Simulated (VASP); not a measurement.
# MgO (P6_3/mmc) in VASP: notebook

MgO is run at these levels: PBE; tasks: single point.

Program: VASP 6.6.1. These are calculated values, not measurements. Logs are shortened: lines on timing, memory, paths and dates and some standing lists are left out, and cuts for length are marked.

**1. The cell of the first run**

The structure is hexagonal, space group P6_3/mmc (No. 194). Conventional cell: a = 3.577 Å, b = 3.577 Å, c = 4.239 Å, α = 90.00°, β = 90.00°, γ = 120.00°. Mg (site symmetry -6m2) has 5 O at 2.07 to 2.12 Å within 2.7 Å. Within 2.7 Å of O (site symmetry -6m2) lie 5 Mg at 2.07 to 2.12 Å.

**2. Single point, PBE (volume 11.745 Å^3 an atom, c/a of the conventional cell 1.1848)**

Input file INCAR:

```
SYSTEM = MgO
ALGO = Normal
EDIFF = 1E-6
ENCUT = 520
GGA = PE
ISIF = 2
ISMEAR = 0
LASPH = .TRUE.
LCHARG = .FALSE.
LREAL = .FALSE.
LWAVE = .FALSE.
NBANDS = 16
NELM = 80
PREC = Accurate
SIGMA = 0.05
```

Input file KPOINTS:

```
k-points
0
G
  9 9 6
  0 0 0
```

Input file POSCAR:

```
MgO
1.0
    3.5774956285      0.0000000000      0.0000000000
   -1.7887478143      3.0982020962      0.0000000000
    0.0000000000      0.0000000000      4.2386168206
Mg O
2 2
Direct
    0.6666666667      0.3333333333      0.7500000000
    0.3333333333      0.6666666667      0.2500000000
    0.6666666667      0.3333333333      0.2500000000
    0.3333333333      0.6666666667      0.7500000000
```

Potentials or basis: VASP PAW PBE potentials, release 64 (Mg, O).

Command:

```
$ cat potpaw_PBE.64/Mg/POTCAR potpaw_PBE.64/O/POTCAR > POTCAR
$ mpirun -np 1 vasp_std > vasp.out
```

OUTCAR:

```text
SYSTEM = MgO
   EDIFF = 1E-6
   ENCUT = 520
   GGA = PE
   ISIF = 2
   ISMEAR = 0
   LASPH = .TRUE.
   LREAL = .FALSE.
   NELM = 80
   PREC = Accurate

 ion  position               nearest neighbor table
   1  0.667  0.333  0.750-   4 2.07   4 2.07   4 2.07   3 2.12   3 2.12   2 2.96   2 2.96   2 2.96
                             2 2.96   2 2.96   2 2.96
   2  0.333  0.667  0.250-   3 2.07   3 2.07   3 2.07   4 2.12   4 2.12   1 2.96   1 2.96   1 2.96
                             1 2.96   1 2.96   1 2.96
   3  0.667  0.333  0.250-   2 2.07   2 2.07   2 2.07   1 2.12   1 2.12
   4  0.333  0.667  0.750-   1 2.07   1 2.07   1 2.07   2 2.12   2 2.12

  LATTYP: Found a hexagonal cell.
 ALAT       =     3.5774956285
 C/A-ratio  =     1.1848000000

  Lattice vectors:

 A1 = (   3.5774956285,   0.0000000000,   0.0000000000)
 A2 = (  -1.7887478143,   3.0982020962,   0.0000000000)
 A3 = (   0.0000000000,   0.0000000000,   4.2386168206)

Analysis of symmetry for initial positions (statically):
=====================================================================
 Subroutine PRICEL returns:
 Original cell was already a primitive cell.

 Routine SETGRP: Setting up the symmetry group for a
 hexagonal supercell.

 Subroutine GETGRP returns: Found 24 space group operations
 (whereof 12 operations were pure point group operations)
 out of a pool of 24 trial point group operations.

The static configuration has the point symmetry D_3d.
 The point group associated with its full space group is D_6h.

Analysis of symmetry for dynamics (positions and initial velocities):
=====================================================================
 Subroutine PRICEL returns:
 Original cell was already a primitive cell.

 Routine SETGRP: Setting up the symmetry group for a
 hexagonal supercell.

 Subroutine GETGRP returns: Found 24 space group operations
 (whereof 12 operations were pure point group operations)
 out of a pool of 24 trial point group operations.

The dynamic configuration has the point symmetry D_3d.
 The point group associated with its full space group is D_6h.

 Subroutine INISYM returns: Found 24 space group operations
 (whereof 12 operations are pure point group operations),
 and found     1 'primitive' translations

----------------------------------------------------------------------------------------

                                     Primitive cell

  volume of cell :      46.9800

[... 90 lines left out ...]
   ENCUT  =  520.0 eV  38.22 Ry    6.18 a.u.   6.65  6.65  7.88*2*pi/ulx,y,z
   NELM   =     80;   NELMIN=  2; NELMDL= -5     # of ELM steps
   EDIFF  = 0.1E-05   stopping-criterion for ELM
   LREAL  =      F    real-space projection
   EDIFFG = 0.1E-04   stopping-criterion for IOM
   NSW    =      0    number of steps for IOM
   IBRION =     -1    ionic relax: 0-MD 1-quasi-New 2-CG
   NFREE  =      0    steps in history (QN), initial steepest desc. (CG)
   ISIF   =      2    stress and relaxation
   ISYM   =      2    0-nonsym 1-usesym 2-fastsym
   POTIM  = 0.5000    time-step for ionic-motion
   TEBEG  =    0.0;   TEEND  =   0.0 temperature during run
   PSTRESS=    0.0 pullay stress
   NELECT =      16.0000    total number of electrons
   NUPDOWN=      -1.0000    fix difference up-down
   EMIN   =  10.00;   EMAX   =-10.00  energy-range for DOS
   EFERMI =   0.00;   METHOD = LEGACY
   ISMEAR =     0;   SIGMA  =   0.05  broadening in eV -4-tet -1-fermi 0-gaus
   EFERMI_NEDOS =   21; number of points for ismear=-14 and -15
   IALGO  =     38    algorithm
   IMIX   =      4    mixing-type and parameters
     AMIX     =   0.40;   BMIX     =  1.00
     AMIX_MAG =   1.60;   BMIX_MAG =  1.00
  volume/ion in A,a.u.               =      11.75        79.26
  Fermi-wavevector in a.u.,A,eV,Ry     =   1.143257  2.160442 17.783308  1.307036
  Thomas-Fermi vector in A             =   2.279953
   LORBIT       =      0    0 simple, 1 ext, 2 COOP (PROOUT), +10 PAW based schemes
   GGA     = PE    functional components
   LHFCALC =     F    Hartree Fock is set to
   AEXX    =    0.0000 exact exchange contribution
   IVDW    =     0    specifies the selected vdW correction
   LEPSILON=     F    determine dielectric tensor
   LRPA    =     F    only Hartree local field effects (RPA)
 non-spin polarized calculation
 Gauss-broadening in eV      SIGMA  =   0.05
  energy-cutoff  :      520.00
  volume of cell :       46.98
 maximum number of plane-waves:      1311
 NGX is ok and might be reduce to    28
   NGX = 13   NGY = 13   NGZ = 15

 number of electron      15.9999994 magnetization

 Free energy of the ion-electron system (eV)
  ---------------------------------------------------
  ext. energy  EPLUGINS =         0.00000000
  ---------------------------------------------------
  free energy    TOTEN  =       -23.65210484 eV

  energy without entropy =      -23.65210484  energy(sigma->0) =      -23.65210484

 E-fermi :   1.8327     XC(G=0):  -9.7822

 val. band max:        1.5650942366   @ k =   0.0000   0.0000   0.0000
 cond. band min:       4.6908202922   @ k =   0.0000   0.0000   0.0000
 fundamental gap:      3.1257260556
 Fermi energy:         1.8326696901

 k-point     1 :       0.0000    0.0000    0.0000
  band No.  band energies     occupation
      1     -15.0755      2.00000
      2     -13.8225      2.00000
      3      -1.8081      2.00000
      4      -0.0450      2.00000
      5      -0.0450      2.00000
      6       0.8734      2.00000
[... 433 lines left out ...]
      3      -1.6753      2.00000
      4      -1.0741      2.00000
      5      -1.0741      2.00000
      6       0.4936      2.00000
[... 8 lines left out ...]
     15      15.3595      0.00000
     16      17.3742      0.00000

 [... further k-points ...]
[... 5 lines left out ...]
  --------------------------------------------------------------------------------------
  -------------------------------------------------------------------------------------
  Total       -1.3797040     -1.3797040     -0.8677118      0.0000000     -0.0000000      0.0000000
  in kB      -47.0525856    -47.0525856    -29.5919136      0.0000000     -0.0000000      0.0000000
  external PRESSURE =     -41.2323616 kB  Pullay stress =       0.0000000 kB

 VOLUME and BASIS-vectors are now :
 -----------------------------------------------------------------------------
  energy-cutoff  :      520.00
  volume of cell :       46.98
      direct lattice vectors                 reciprocal lattice vectors
     3.577495628  0.000000000  0.000000000     0.279525149  0.161383920  0.000000000
    -1.788747814  3.098202096  0.000000000     0.000000000  0.322767840  0.000000000
     0.000000000  0.000000000  4.238616821     0.000000000  0.000000000  0.235926021

 POSITION                                       TOTAL-FORCE (eV/Angst)
 -----------------------------------------------------------------------------------
      1.78875      1.03273      3.17896         0.000000     -0.000000      0.000000
     -0.00000      2.06547      1.05965        -0.000000      0.000000      0.000000
      1.78875      1.03273      1.05965         0.000000      0.000000     -0.000000
     -0.00000      2.06547      3.17896        -0.000000     -0.000000      0.000000
 -----------------------------------------------------------------------------------
    total drift:                               -0.000000      0.000000     -0.000000

  FREE ENERGIE OF THE ION-ELECTRON SYSTEM (eV)
  ---------------------------------------------------
  free  energy   TOTEN  =       -23.6521048424 eV

  energy  without entropy=      -23.6521048424  energy(sigma->0) =      -23.65210484
```

Wall time 38 s (1 thread of Intel Xeon 6975P-C, shared host); peak memory 0.18 GiB.

Results:

| Property | Result |
| --- | --- |
| Free energy | -23.6521 eV |
| Pressure | -4.1 GPa |
| Band gap on the k mesh | 3.13 eV, direct |

**3. Single point, PBE (volume 11.745 Å^3 an atom, c/a of the conventional cell 1.2234)**

Input file INCAR:

```
ALGO     = Normal         # electronic algorithm
EDIFF    = 1E-7           # SCF threshold, eV
ENCUT    = 520            # plane-wave cutoff, eV
GGA      = PE             # functional
ISIF     = 2              # what is computed and relaxed
ISMEAR   = 0              # smearing method
LASPH    = T              # aspherical terms in the spheres
LCHARG   = T              # write CHGCAR
LELF     = T              # ELF
LREAL    = F              # projectors in reciprocal space
LVHAR    = T            
LWAVE    = F              # write WAVECAR
NBANDS   = 16             # bands
NELM     = 60             # most SCF steps
PREC     = Accurate       # precision mode
SIGMA    = 0.05           # smearing width, eV
```

Input file KPOINTS:

```
k-points
0
Gamma
  9 9 6
```

Input file POSCAR:

```
MgO
1.0
    3.5394678201      0.0000000000      0.0000000000
   -1.7697339101      3.0652690481      0.0000000000
    0.0000000000      0.0000000000      4.3301849311
Mg O
2 2
Direct
    0.6666666667      0.3333333333      0.7500000000
    0.3333333333      0.6666666667      0.2500000000
    0.6666666667      0.3333333333      0.2500000000
    0.3333333333      0.6666666667      0.7500000000
```

Potentials or basis: VASP PAW PBE potentials, release 64 (Mg, O).

Command:

```
$ cat potpaw_PBE.64/Mg/POTCAR potpaw_PBE.64/O/POTCAR > POTCAR
$ mpirun -np 1 vasp_std > vasp.out
```

It took 33 s on 1 thread of Intel Xeon 6975P-C, shared host; peak memory 0.18 GiB.

The run converged. Its results:

| Item | Value |
| --- | --- |
| Free energy | -23.6502 eV |
| Pressure | -4.2 GPa |
| Band gap on the k mesh | 3.08 eV, direct |

Stress tensor (GPa, compression positive):
```
-3.48  0.00  0.00
 0.00 -3.48  0.00
 0.00  0.00 -5.76
```

Levels at points of the mesh, in eV from the valence-band top:
| k point | band 4 | band 5 | band 6 | band 7 | band 8 | band 9 | band 10 | band 11 | band 12 | band 13 |
| --- | --- | --- | --- | --- | --- | --- | --- | --- | --- | --- |
| (0.00, 0.00, 0.00) | -1.61 | -1.61 | -0.78 | -0.78 | 0.00 | 3.08 | 8.86 | 11.52 | 12.20 | 12.20 |
| (0.00, 0.00, 0.50) | -2.32 | -1.21 | -1.21 | -1.21 | -1.21 | 6.06 | 6.06 | 12.56 | 12.56 | 12.56 |

**4. Single point, PBE (volume 11.745 Å^3 an atom, c/a of the conventional cell 1.2039)**

Input file INCAR:

```
SYSTEM = MgO
  ALGO = Normal
  EDIFF = 1E-6
  ENCUT = 520
  GGA = PE
  ISIF = 2
  ISMEAR = 0
  LASPH = .True.
  LCHARG = .False.
  LREAL = .False.
  LWAVE = .False.
  NBANDS = 16
  NELM = 80
  PREC = Accurate
  SIGMA = 0.05
```

Input file KPOINTS:

```
k-points
0
Gamma
  9 9 6
  0 0 0
```

Input file POSCAR:

```
MgO
1.0
    3.5584561133      0.0000000000      0.0000000000
   -1.7792280567      3.0817133923      0.0000000000
    0.0000000000      0.0000000000      4.2840955915
Mg O
2 2
Direct
    0.6666666667      0.3333333333      0.7500000000
    0.3333333333      0.6666666667      0.2500000000
    0.6666666667      0.3333333333      0.2500000000
    0.3333333333      0.6666666667      0.7500000000
```

Command:

```
$ cat potpaw_PBE.64/Mg/POTCAR potpaw_PBE.64/O/POTCAR > POTCAR
$ mpirun -np 1 vasp_std > vasp.out
```

It took 33 s on 1 thread of Intel Xeon 6975P-C, shared host; peak memory 0.18 GiB.

It converged, with:

```
Free energy            : -23.6543 eV
Pressure               : -4.2 GPa
Band gap on the k mesh : 3.10 eV, direct
```

Stress tensor (GPa, compression positive):
```
-4.12  0.00  0.00
 0.00 -4.12  0.00
 0.00  0.00 -4.45
```

Levels at points of the mesh, in eV from the valence-band top:
```tsv
k point	band 4	band 5	band 6	band 7	band 8	band 9	band 10	band 11	band 12	band 13
(0.00, 0.00, 0.00)	-1.61	-1.61	-0.74	-0.74	0.00	3.10	8.93	11.69	12.12	12.12
(0.00, 0.00, 0.50)	-2.31	-1.19	-1.19	-1.19	-1.19	6.10	6.10	12.48	12.48	12.48
```

(Continued in part 2 of 2.)
